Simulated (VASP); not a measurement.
# Hf (P6_3/mmc) in VASP: a series of runs, part 2 of 2

VASP 6.6.1. The steps go on from the part before.

## Step 5: Single point, PBE

This run uses another cell than the first one, of 22.67 Å³/atom.

INCAR reads:

```
PREC = Accurate
ENCUT = 500
EDIFF = 1E-6
ISMEAR = 0
SIGMA = 0.15
LREAL = False
LASPH = True
NELM = 120
ALGO = Normal
ISIF = 2
LWAVE = False
LCHARG = False
GGA = PE
NBANDS = 17
GGA_COMPAT = False
```

KPOINTS reads:

```
Automatic mesh
0
Gamma
  18 18 10
```

POSCAR reads:

```
Hf
1.0
    3.0926000000      0.0000000000      0.0000000000
   -1.5463000000      2.6782701638      0.0000000000
    0.0000000000      0.0000000000      5.4731000000
Hf
2
Direct
    0.3333333333      0.6666666667      0.2500000000
    0.6666666667      0.3333333333      0.7500000000
```

Potentials or basis: VASP PAW PBE potentials, release 64 (Hf_pv).

The run is started by

```
> cat potpaw_PBE.64/Hf_pv/POTCAR > POTCAR
> mpirun -np 1 vasp_std > vasp.out
```

OUTCAR:

```text
PREC = Accurate
   ENCUT = 500
   EDIFF = 1E-6
   ISMEAR = 0
   LREAL = False
   LASPH = True
   NELM = 120
   ISIF = 2
   GGA = PE

 ion  position               nearest neighbor table
   1  0.333  0.667  0.250-   2 3.27   2 3.27   2 3.27   2 3.27   2 3.27   2 3.27
   2  0.667  0.333  0.750-   1 3.27   1 3.27   1 3.27   1 3.27   1 3.27   1 3.27

  LATTYP: Found a hexagonal cell.
 ALAT       =     3.0926000000
 C/A-ratio  =     1.7697406713

  Lattice vectors:

 A1 = (   3.0926000000,   0.0000000000,   0.0000000000)
 A2 = (  -1.5463000000,   2.6782701638,   0.0000000000)
 A3 = (   0.0000000000,   0.0000000000,   5.4731000000)

Analysis of symmetry for initial positions (statically):
=====================================================================
 Subroutine PRICEL returns:
 Original cell was already a primitive cell.

 Routine SETGRP: Setting up the symmetry group for a
 hexagonal supercell.

 Subroutine GETGRP returns: Found 24 space group operations
 (whereof 12 operations were pure point group operations)
 out of a pool of 24 trial point group operations.

The static configuration has the point symmetry D_3d.
[... 162 lines left out ...]
  energy without entropy =      -19.69739532  energy(sigma->0) =      -19.70743545

 E-fermi :   4.7830     XC(G=0): -11.2167

 val. band max:        4.7705077882   @ k =   0.2778   0.2222   0.4000
 cond. band min:       4.7948386003   @ k =   0.1667   0.0556   0.2000
 fundamental gap:      0.0243308121
 Fermi energy:         4.7829943876

 k-point     1 :       0.0000    0.0000    0.0000
  band No.  band energies     occupation
      1     -26.1231      2.00000
      2     -25.4940      2.00000
      3     -25.4023      2.00000
      4     -25.4023      2.00000
      5     -25.3376      2.00000
      6     -25.3376      2.00000
[... 457 lines left out ...]
      4     -25.6541      2.00000
      5     -25.5966      2.00000
      6     -25.5445      2.00000
[... 9 lines left out ...]
     16      10.4695      0.00000
     17      12.0498      0.00000

 [... further k-points ...]

------------------------ aborting loop because EDIFF is reached ----------------------------------------

  FORCE on cell =-STRESS in cart. coord.  units (eV):
  Direction    XX          YY          ZZ          XY          YZ          ZX
  --------------------------------------------------------------------------------------
  -------------------------------------------------------------------------------------
  Total        0.9084486      0.9084486     -2.6067245      0.0000000      0.0000000      0.0000000
  in kB       32.1069767     32.1069767    -92.1285437      0.0000000      0.0000000      0.0000000
  external PRESSURE =      -9.3048634 kB  Pullay stress =       0.0000000 kB

 VOLUME and BASIS-vectors are now :
 -----------------------------------------------------------------------------
  energy-cutoff  :      500.00
  volume of cell :       45.33
      direct lattice vectors                 reciprocal lattice vectors
     3.092600000  0.000000000  0.000000000     0.323352519  0.186687664  0.000000000
    -1.546300000  2.678270164  0.000000000     0.000000000  0.373375328  0.000000000
     0.000000000  0.000000000  5.473100000     0.000000000  0.000000000  0.182711809

 POSITION                                       TOTAL-FORCE (eV/Angst)
 -----------------------------------------------------------------------------------
     -0.00000      1.78551      1.36827        -0.000000      0.000000      0.000000
      1.54630      0.89276      4.10482         0.000000     -0.000000      0.000000
 -----------------------------------------------------------------------------------
    total drift:                               -0.000000      0.000000     -0.000000

  FREE ENERGIE OF THE ION-ELECTRON SYSTEM (eV)
  ---------------------------------------------------
  free  energy   TOTEN  =       -19.7174755689 eV

  energy  without entropy=      -19.6973953218  energy(sigma->0) =      -19.70743545
```

OSZICAR:

```text
N       E                     dE             d eps       ncg     rms          rms(c)
DAV:   1     0.497689352391E+02    0.49769E+02   -0.11178E+04  7548   0.108E+03
DAV:   2    -0.184982546981E+02   -0.68267E+02   -0.66613E+02  9714   0.245E+02
DAV:   3    -0.203890604552E+02   -0.18908E+01   -0.18715E+01  9756   0.270E+01
DAV:   4    -0.204058100672E+02   -0.16750E-01   -0.16732E-01  9557   0.300E+00
DAV:   5    -0.204059776299E+02   -0.16756E-03   -0.16752E-03 10027   0.270E-01    0.625E+01
DAV:   6    -0.198998912273E+02    0.50609E+00   -0.47897E-01  8655   0.444E+00    0.371E+01
DAV:   7    -0.197276411734E+02    0.17225E+00   -0.80778E-01  8872   0.554E+00    0.190E+00
DAV:   8    -0.197173791073E+02    0.10262E-01   -0.52868E-02  8709   0.149E+00    0.260E-01
DAV:   9    -0.197174851876E+02   -0.10608E-03   -0.11461E-03 10489   0.238E-01    0.189E-01
DAV:  10    -0.197174738092E+02    0.11378E-04   -0.79772E-05  8848   0.596E-02    0.274E-01
DAV:  11    -0.197174753588E+02   -0.15495E-05   -0.11281E-05  9445   0.226E-02    0.817E-03
DAV:  12    -0.197174755689E+02   -0.21015E-06   -0.59885E-07  4907   0.541E-03
   1 F= -.19717476E+02 E0= -.19707435E+02  d E =-.200802E-01
```

stdout:

```text
POSCAR found type information on POSCAR Hf
 POSCAR found :  1 types and       2 ions
 scaLAPACK will be used
 LDA part: xc-table for (Slater+PW92), standard interpolation
 POSCAR, INCAR and KPOINTS ok, starting setup
 FFT: planning ... GRIDC
 FFT: planning ... GRID_SOFT
 FFT: planning ... GRID
 WAVECAR not read
 entering main loop
```

Wall time 1.8 min (1 thread of Intel Xeon Platinum 8259CL at 2.50GHz (Skylake/Cascade Lake), shared host); peak memory 0.26 GiB.

Results:

* Free energy: -19.7175 eV
* Pressure: -0.9 GPa
* Band gap on the k mesh: zero (bands 10 and 11 overlap by 0.84 eV)

Stress tensor (GPa, compression positive):
```
 3.21  0.00  0.00
 0.00  3.21  0.00
 0.00  0.00 -9.21
```

Levels at points of the mesh, in eV from the Fermi level:
```
           k point  band 8  band 9  band 10  band 11  band 12  band 13
(0.00, 0.00, 0.00)   -3.98   -0.19     0.45     1.43     1.43     1.97
(0.50, 0.00, 0.00)   -2.72   -2.28    -0.33     0.33     1.12     1.61
(0.00, 0.00, 0.50)   -5.65   -0.36    -0.36     1.48     1.48     1.48
(0.50, 0.00, 0.50)   -3.31   -1.23    -1.23     1.31     1.31     3.16
```

Caveat: the stress differs along the axes, from -9 to 3 GPa; spin-orbit coupling is left out, which moves the levels of the heavy elements.

## Step 6: Summary

```csv
cell,gap on the mesh (eV),pressure (GPa)
"a = 3.205, b = 3.205, c = 4.865 Å, angles 90.0, 90.0, 120.0°, 2 atoms",none,4.5
"a = 3.093, b = 3.093, c = 5.270 Å, angles 90.0, 90.0, 120.0°, 2 atoms",none,3.2
"a = 3.317, b = 3.317, c = 4.662 Å, angles 90.0, 90.0, 120.0°, 2 atoms",none,2.1
"a = 3.093, b = 3.093, c = 5.473 Å, angles 90.0, 90.0, 120.0°, 2 atoms",none,-0.9
```

Alike in all rows: task single point; level PBE; potentials or basis VASP PAW PBE potentials, release 64 (Hf_pv); no spin polarisation; k mesh 18 × 18 × 10; cutoff (eV) 500; smearing gaussian 0.15 eV.

Caveats: spin-orbit coupling is left out, which moves the levels of the heavy elements; the stress differs along the axes, from 3 to 8 GPa (at least some runs); the stress differs along the axes, from -3 to 6 GPa (at least some runs); the stress differs along the axes, from -3 to 12 GPa (at least some runs); the stress differs along the axes, from -9 to 3 GPa (at least some runs).

Total energies depend on the potentials used, so only differences within one code and one set of settings carry meaning.

The gap in the log of VASP goes by the Fermi energy; the results here count the filled bands.